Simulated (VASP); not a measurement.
# HoSiI4 (P2/m) in VASP: relaxation of cell and atoms with PBE

Aim: the relaxation of cell and atoms of HoSiI4 with PBE.

All numbers are computed with VASP 6.6.1; they aren't measurements. Logs are shortened: lines on timing, memory, paths and dates and some standing lists are left out, and cuts for length are marked.

## 1. The cell of the first run

Symmetry: P2/m, No. 10, monoclinic system. The conventional cell has a = 6.572 Å, b = 4.922 Å, c = 6.604 Å, α = 90.00°, β = 92.49°, γ = 90.00°. Within 3.8 Å of Ho (site symmetry 2/m) lie 6 I at 2.86 to 3.01 Å. Si (site symmetry 2/m) has 6 I at 2.83 to 3.11 Å within 3.7 Å. I (site symmetry m) has 1 Si at 2.83 Å and 2 Ho at 3.01 Å and 1 I at 3.48 Å within 3.7 Å. Within 3.9 Å of I (site symmetry m) lie 1 Ho at 2.86 Å and 2 Si at 3.11 Å and 1 I at 3.82 Å.

The cell was generated, and may not be a known phase.

## 2. Relaxation of cell and atoms, PBE

The input, INCAR:

```
ALGO = Normal
EDIFF = 1E-7
EDIFFG = -0.08
ENCUT = 500
GGA = PE
GGA_COMPAT = F
IBRION = 2
ISIF = 3
ISMEAR = 0
LASPH = T
LCHARG = F
LMAXMIX = 6
LREAL = F
LWAVE = F
NELM = 200
NELMIN = 4
NSW = 36
PREC = Accurate
SIGMA = 0.2
```

The input, KPOINTS:

```
k-points
0
Gamma
  3 3 3
```

The input, POSCAR:

```
HoSiI4
1.0
    6.5723204100      0.0000000000      0.0000000000
    0.0000000000      4.9218527100      0.0000000000
   -0.2874015500      0.0000000000      6.5980811400
Ho Si I
1 1 4
Direct
    0.5000000000      0.5000000000      0.5000000000
    0.0000000000      0.0000000000      0.0000000000
    0.6749640100      0.0000000000      0.7049909800
    0.8132470300      0.5000000000      0.2132950000
    0.1867529700      0.5000000000      0.7867050000
    0.3250359900      0.0000000000      0.2950090200
```

Potentials or basis: VASP PAW PBE potentials, release 64 (Ho_3, Si, I), 4f in core.

Started as:

```bash
> cat potpaw_PBE.64/Ho_3/POTCAR potpaw_PBE.64/Si/POTCAR potpaw_PBE.64/I/POTCAR > POTCAR
> mpirun -np 1 vasp_std > vasp.out
```

OUTCAR:

```text
EDIFF = 1E-7
   EDIFFG = -0.08
   ENCUT = 500
   GGA = PE
   IBRION = 2
   ISIF = 3
   ISMEAR = 0
   LASPH = T
   LREAL = F
   NELM = 200
   NELMIN = 4
   NSW = 36
   PREC = Accurate

 ion  position               nearest neighbor table
   1  0.500  0.500  0.500-   4 2.86   5 2.86   3 3.01   6 3.01   3 3.01   6 3.01
   2  0.000  0.000  0.000-   3 2.83   6 2.83   5 3.11   4 3.11   4 3.11   5 3.11
   3  0.675  0.000  0.705-   2 2.83   1 3.01   1 3.01   6 3.48
   4  0.813  0.500  0.213-   1 2.86   2 3.11   2 3.11
   5  0.187  0.500  0.787-   1 2.86   2 3.11   2 3.11
   6  0.325  0.000  0.295-   2 2.83   1 3.01   1 3.01   3 3.48

  LATTYP: Found a simple monoclinic cell.
 ALAT       =     6.5723204100
 B/A-ratio  =     0.7488759529
 C/A-ratio  =     1.0048715113
 COS(beta)  =    -0.0435170898

  Lattice vectors:

 A1 = (   6.5723204100,   0.0000000000,   0.0000000000)
 A2 = (   0.0000000000,   4.9218527100,   0.0000000000)
 A3 = (  -0.2874015500,   0.0000000000,   6.5980811400)

Analysis of symmetry for initial positions (statically):
=====================================================================
 Subroutine PRICEL returns:
 Original cell was already a primitive cell.

 Routine SETGRP: Setting up the symmetry group for a
 simple monoclinic supercell.

 Subroutine GETGRP returns: Found  4 space group operations
 (whereof  4 operations were pure point group operations)
 out of a pool of  4 trial point group operations.

The static configuration has the point symmetry C_2h.

Analysis of symmetry for dynamics (positions and initial velocities):
=====================================================================
 Subroutine PRICEL returns:
 Original cell was already a primitive cell.

 Routine SETGRP: Setting up the symmetry group for a
 simple monoclinic supercell.

 Subroutine GETGRP returns: Found  4 space group operations
 (whereof  4 operations were pure point group operations)
 out of a pool of  4 trial point group operations.

The dynamic configuration has the point symmetry C_2h.

 Subroutine INISYM returns: Found  4 space group operations
 (whereof  4 operations are pure point group operations),
 and found     1 'primitive' translations

----------------------------------------------------------------------------------------

                                     Primitive cell

  volume of cell :     213.4347

  direct lattice vectors                    reciprocal lattice vectors
     6.572320410  0.000000000  0.000000000     0.152153264  0.000000000  0.006627546
     0.000000000  4.921852710  0.000000000     0.000000000  0.203175523  0.000000000
    -0.287401550  0.000000000  6.598081140     0.000000000  0.000000000  0.151559215

  length of vectors
     6.572320410  4.921852710  6.604337543     0.152297538  0.203175523  0.151559215

  position of ions in fractional coordinates (direct lattice)
     0.500000000  0.500000000  0.500000000
     0.000000000  0.000000000  0.000000000
     0.674964010  0.000000000  0.704990980
     0.813247030  0.500000000  0.213295000
     0.186752970  0.500000000  0.786705000
     0.325035990  0.000000000  0.295009020

  ion indices of the primitive-cell ions
   primitive index   ion index
                 1           1
                 2           2
                 3           3
                 4           4
                 5           5
                 6           6

----------------------------------------------------------------------------------------

 KPOINTS: k-points

Automatic generation of k-mesh.
 Grid dimensions read from file:
 generate k-points for:    3    3    3

 Generating k-lattice:

  Cartesian coordinates                     Fractional coordinates (reciprocal lattice)
     0.050717755  0.000000000  0.002209182     0.333333333  0.000000000 -0.000000000
     0.000000000  0.067725174  0.000000000     0.000000000  0.333333333  0.000000000
     0.000000000  0.000000000  0.050519738     0.000000000  0.000000000  0.333333333

  Length of vectors
     0.050765846  0.067725174  0.050519738

  Shift w.r.t. Gamma in fractional coordinates (k-lattice)
     0.000000000  0.000000000  0.000000000

 Subroutine IBZKPT returns following result:
 ===========================================

 Found     10 irreducible k-points:

 Following reciprocal coordinates:
            Coordinates               Weight
  0.000000  0.000000  0.000000      1.000000
  0.333333  0.000000  0.000000      2.000000
  0.000000  0.333333  0.000000      2.000000
  0.333333  0.333333  0.000000      4.000000
  0.000000  0.000000  0.333333      2.000000
  0.333333  0.000000  0.333333      2.000000
 -0.333333  0.000000  0.333333      2.000000
  0.000000  0.333333  0.333333      4.000000
  0.333333  0.333333  0.333333      4.000000
 -0.333333  0.333333  0.333333      4.000000
   k-points           NKPTS =     10   k-points in BZ     NKDIM =     10   number of bands    NBANDS=     24
   number of dos      NEDOS =    301   number of ions     NIONS =      6
   total plane-waves  NPLWV =  82944
   dimension x,y,z NGX =    48 NGY =   36 NGZ =   48
   dimension x,y,z NGXF=    96 NGYF=   72 NGZF=   96
   ions per type =               1   1   4
   NGX,Y,Z   is equivalent  to a cutoff of  12.14, 12.16, 12.08 a.u.
   NGXF,Y,Z  is equivalent  to a cutoff of  24.28, 24.32, 24.17 a.u.
 SYSTEM =  unknown system
   PREC   = accura    normal or accurate (medium, high low for compatibility)
   ISTART =      0    job   : 0-new  1-cont  2-samecut
   ICHARG =      2    charge: 1-file 2-atom 10-const
   ISPIN  =      1    spin polarized calculation?
   LNONCOLLINEAR =      F non collinear calculations
   LSORBIT =      F    spin-orbit coupling
   LASPH  =      T    aspherical Exc in radial PAW
   ENCUT  =  500.0 eV  36.75 Ry    6.06 a.u.  11.98  8.97 12.04*2*pi/ulx,y,z
   NELM   =    200;   NELMIN=  4; NELMDL= -5     # of ELM steps
   EDIFF  = 0.1E-06   stopping-criterion for ELM
   LREAL  =      F    real-space projection
   EDIFFG = -.8E-01   stopping-criterion for IOM
   NSW    =     36    number of steps for IOM
   IBRION =      2    ionic relax: 0-MD 1-quasi-New 2-CG
   NFREE  =      1    steps in history (QN), initial steepest desc. (CG)
   ISIF   =      3    stress and relaxation
   ISYM   =      2    0-nonsym 1-usesym 2-fastsym
   POTIM  = 0.5000    time-step for ionic-motion
   TEBEG  =    0.0;   TEEND  =   0.0 temperature during run
   PSTRESS=    0.0 pullay stress
   NELECT =      41.0000    total number of electrons
   NUPDOWN=      -1.0000    fix difference up-down
   EMIN   =  10.00;   EMAX   =-10.00  energy-range for DOS
   EFERMI =   0.00;   METHOD = LEGACY
   ISMEAR =     0;   SIGMA  =   0.20  broadening in eV -4-tet -1-fermi 0-gaus
   EFERMI_NEDOS =   21; number of points for ismear=-14 and -15
   IALGO  =     38    algorithm
   IMIX   =      4    mixing-type and parameters
     AMIX     =   0.40;   BMIX     =  1.00
     AMIX_MAG =   1.60;   BMIX_MAG =  1.00
  volume/ion in A,a.u.               =      35.57       240.05
  Fermi-wavevector in a.u.,A,eV,Ry     =   0.944600  1.785035 12.140050  0.892269
  Thomas-Fermi vector in A             =   2.072420
   LORBIT       =      0    0 simple, 1 ext, 2 COOP (PROOUT), +10 PAW based schemes
   GGA     = PE    functional components
   LHFCALC =     F    Hartree Fock is set to
   AEXX    =    0.0000 exact exchange contribution
   IVDW    =     0    specifies the selected vdW correction
   LEPSILON=     F    determine dielectric tensor
   LRPA    =     F    only Hartree local field effects (RPA)
 conjugate gradient relaxation of ions
 non-spin polarized calculation
 Gauss-broadening in eV      SIGMA  =   0.20
  energy-cutoff  :      500.00
  volume of cell :      213.43
 maximum number of plane-waves:      5429
   NGX = 23   NGY = 17   NGZ = 25

--------------------------------------- Ionic step        1  -------------------------------------------

 number of electron      41.0000000 magnetization

 Free energy of the ion-electron system (eV)
  ---------------------------------------------------
  ext. energy  EPLUGINS =         0.00000000
  ---------------------------------------------------
  free energy    TOTEN  =       -18.94509110 eV

  energy without entropy =      -18.87724135  energy(sigma->0) =      -18.91116622

------------------------ aborting loop because EDIFF is reached ----------------------------------------

  FORCE on cell =-STRESS in cart. coord.  units (eV):
  Direction    XX          YY          ZZ          XY          YZ          ZX
  --------------------------------------------------------------------------------------
  -------------------------------------------------------------------------------------
  Total        5.9182034      1.9366273      5.4974165      0.0000000      0.0000000      1.1742775
  in kB       44.4258222     14.5375641     41.2671268      0.0000000      0.0000000      8.8148784
  external PRESSURE =      33.4101710 kB  Pullay stress =       0.0000000 kB
[... 101 lines left out ...]
  FREE ENERGIE OF THE ION-ELECTRON SYSTEM (eV)
  ---------------------------------------------------
  free  energy   TOTEN  =       -19.2687983118 eV

  energy  without entropy=      -19.1830318681  energy(sigma->0) =      -19.22591509

[... ionic steps 4 to 9 ...]

--------------------------------------- Ionic step       10  -------------------------------------------

 number of electron      40.9999999 magnetization

------------------------ aborting loop because EDIFF is reached ----------------------------------------

  FORCE on cell =-STRESS in cart. coord.  units (eV):
  Direction    XX          YY          ZZ          XY          YZ          ZX
  --------------------------------------------------------------------------------------
  -------------------------------------------------------------------------------------
  Total       -0.4796688     -0.5911516     -0.4240627      0.0000000      0.0000000      0.3614426
  in kB       -3.1694171     -3.9060409     -2.8019987      0.0000000      0.0000000      2.3882357
  external PRESSURE =      -3.2924855 kB  Pullay stress =       0.0000000 kB
[... 65 lines left out ...]
  energy  without entropy=      -19.5682328475  energy(sigma->0) =      -19.60174904

--------------------------------------- Ionic step       12  -------------------------------------------

 number of electron      41.0000000 magnetization

 Free energy of the ion-electron system (eV)
  ---------------------------------------------------
  ext. energy  EPLUGINS =         0.00000000
  ---------------------------------------------------
  free energy    TOTEN  =       -19.63632939 eV

  energy without entropy =      -19.56952886  energy(sigma->0) =      -19.60292912

 E-fermi :   4.0545     XC(G=0):  -7.9897

 val. band max:        4.0350573396   @ k =   0.3333   0.3333   0.3333
 cond. band min:       4.2450771293   @ k =  -0.3333   0.3333   0.3333
 fundamental gap:      0.2100197897
 Fermi energy:         4.0544954612

 k-point     1 :       0.0000    0.0000    0.0000
  band No.  band energies     occupation
      1     -21.7862      2.00000
      2     -21.6652      2.00000
      3     -21.5950      2.00000
      4     -10.3392      2.00000
      5      -9.8134      2.00000
      6      -9.7008      2.00000
[... 292 lines left out ...]
  FREE ENERGIE OF THE ION-ELECTRON SYSTEM (eV)
  ---------------------------------------------------
  free  energy   TOTEN  =       -19.6363293905 eV

  energy  without entropy=      -19.5695288570  energy(sigma->0) =      -19.60292912

 reached required accuracy - stopping structural energy minimisation
```

It took 7.2 min on 1 thread of Intel Xeon Platinum 8259CL at 2.50GHz (Skylake/Cascade Lake), shared host; peak memory 0.32 GiB.

Results:

```
Free energy                           : -19.6363 eV
Relaxed volume                        : 39.90 Å³/atom
Relaxed cell                          : a = 7.593 Å, b = 4.271 Å, c = 7.405 Å, α = 90.00°, β = 85.52°, γ = 90.00°
Space group after relaxing (to 0.1 Å) : P2/m (No. 10)
Energy gained by relaxing             : 115.2 meV/atom
Ionic steps                           : 12
Pressure after relaxing               : 0.1 GPa
Largest force after relaxing          : 0.053 eV/Å
Band gap on the k mesh                : zero (an odd number of electrons rules out a gap without spin polarisation)
```

Forces in eV/Å, atoms in the order of the input:
```
Ho   0.000  0.000  0.000
Si   0.000  0.000  0.000
I   -0.007  0.000 -0.006
I   -0.016  0.000  0.051
I    0.016  0.000 -0.051
I    0.007  0.000  0.006
```

Step by step:
| step | energy change (eV) | largest force (eV/Å) | pressure (GPa) | volume (Å³) |
| --- | --- | --- | --- | --- |
| 1 | 0.0000 | 0.7351 | 3.34 | 213.43 |
| 2 | -0.3228 | 0.1278 | -0.40 | 237.09 |
| 3 | -0.3237 | 0.1017 | -0.59 | 238.80 |
| 4 | -0.4032 | 0.1143 | -0.40 | 237.19 |
| 5 | -0.5340 | 0.0572 | 0.58 | 231.34 |
| 6 | -0.5465 | 0.2300 | 1.13 | 228.10 |
| 7 | -0.5940 | 0.3584 | 0.76 | 231.26 |
| 8 | -0.6166 | 0.5168 | 0.36 | 235.55 |
| 9 | -0.6511 | 0.3956 | 0.12 | 237.64 |
| 10 | -0.6821 | 0.1590 | -0.33 | 242.48 |
| 11 | -0.6902 | 0.0877 | -0.02 | 240.40 |
| 12 | -0.6912 | 0.0529 | 0.14 | 239.38 |

Final structure:
```yaml
crystal:
  lattice:
    - [7.57901, 0.00000, 0.45733]
    - [0.00000, 4.27084, 0.00000]
    - [0.13301, 0.00000, 7.40351]
  atoms:
    - { symbol: Ho, position: [0.50000, 0.50000, 0.50000] }
    - { symbol: Si, position: [0.00000, 0.00000, 0.00000] }
    - { symbol: I, position: [0.67953, 0.00000, 0.70966] }
    - { symbol: I, position: [0.81631, 0.50000, 0.21190] }
    - { symbol: I, position: [0.18369, 0.50000, 0.78810] }
    - { symbol: I, position: [0.32047, 0.00000, 0.29034] }
```

Caveat: the k points lie up to 0.49 Å⁻¹ apart in the final cell, too coarse for converged energies and pressures of a metal; a cell axis changed by over 15 % at a fixed basis, so the end point is rough; spin-orbit coupling is left out, which moves the levels of the heavy elements; the 4f electrons are frozen in the core, so they carry no moment and show no levels; an odd number of electrons without spin polarisation forces a metal; a magnetic or distorted state may lie lower; the run has no spin polarisation, though such a crystal can be magnetic; the relaxation stopped at a loose force limit of 0.08 eV/Å, so its end isn't a converged minimum. Spin polarisation is off, so any magnetic state and its effect on volume and gap are missing.

The gap in the log of VASP goes by the Fermi energy; the results here count the filled bands.